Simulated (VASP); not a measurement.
Here is a VASP 6.6.1 calculation.

The input INCAR:

```
SYSTEM = SnSe2
ALGO     = Normal         ! electronic algorithm
EDIFF    = 1E-6           ! SCF threshold, eV
ENCUT    = 520            ! plane-wave cutoff, eV
GGA      = PE             ! functional
ISIF     = 2              ! what is computed and relaxed
ISMEAR   = -1             ! smearing method
LASPH    = .True.         ! aspherical terms in the spheres
LCHARG   = .True.         ! write CHGCAR
LELF     = .True.         ! ELF
LREAL    = .False.        ! projectors in reciprocal space
LVHAR    = .True.       
LWAVE    = .False.        ! write WAVECAR
NBANDS   = 20             ! bands
NELM     = 100            ! most SCF steps
PREC     = Accurate       ! precision mode
SIGMA    = 0.02           ! smearing width, eV
```

The input KPOINTS:

```
k-points
0
Gamma
  12 12 4
  0 0 0
```

Contents of POSCAR:

```
SnSe2
1.0
    3.8251638350      0.0000000000      0.0000000000
   -1.9125819175      3.3126890547      0.0000000000
    0.0000000000      0.0000000000      6.2270561801
Sn Se
1 2
Direct
    0.0000000000      0.0000000000      0.0000000000
    0.3333333333      0.6666666667      0.2530760414
    0.6666666667      0.3333333333      0.7469239586
```

Potentials or basis: VASP PAW PBE potentials, release 64 (Sn_d, Se).

Command:

```sh
$ cat potpaw_PBE.64/Sn_d/POTCAR potpaw_PBE.64/Se/POTCAR > POTCAR
$ mpirun -np 1 vasp_std > vasp.out
```

Problem. What does it give for the pressure?

Solution. 3.0 GPa.

Problem. What does it give for the largest force?

Solution. 0.275 eV/Å.

Problem. Predict the band gap on the k mesh.

Solution. 0.74 eV (least direct gap 1.12 eV).

Stress tensor (GPa, compression positive):
```
2.90 0.00 0.00
0.00 2.90 0.00
0.00 0.00 3.09
```

Caveat: spin-orbit coupling is left out, which moves the levels of the heavy elements; this functional lacks dispersion, which binds the layers, so the pressure and a relaxed spacing across them are unreliable. A k mesh can miss the band edges.
